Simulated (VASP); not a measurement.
GaP (zincblende type), 2 atoms in the cell. Symmetry: F-43m, No. 216, cubic system. Conventional cell: a = 4.417 Å, b = 4.417 Å, c = 4.417 Å, α = 90.00°, β = 90.00°, γ = 90.00°. Within 2.5 Å of Ga (site symmetry -43m) lie 4 P at 1.91 Å. P (site symmetry -43m) has 4 Ga at 1.91 Å within 2.5 Å.  This cell differs from its parent crystal: volume scaled by 0.55, core large.

* Program: VASP 6.6.1
* Task: single point
* Functional: LDA
* Potentials or basis: VASP PAW LDA potentials, release 64 (Ga_d, P)
* Cutoff: 520 eV
* k mesh: 13 × 13 × 13
* Occupations: fermi-dirac, width 0.1 eV
* Spin: no spin polarisation
* Dipole correction: no
* Further INCAR settings: ALGO = Normal; EDIFF = 1e-06; NBANDS = 16

Potentials or basis: VASP PAW LDA potentials, release 64 (Ga_d, P).

Command:

```bash
$ cat potpaw_LDA.64/Ga_d/POTCAR potpaw_LDA.64/P/POTCAR > POTCAR
$ mpirun -np 1 vasp_std > vasp.out
```

Hardware: 1 thread of Intel(R) Xeon(R) Platinum 8488C (Sapphire Rapids), with other jobs on the host.

Estimate the wall time of this run.

Run time: 11 s on 1 thread of Intel(R) Xeon(R) Platinum 8488C (Sapphire Rapids), with other jobs on the host, peak memory 0.14 GiB. Counts: scf iterations 12, k points 84.
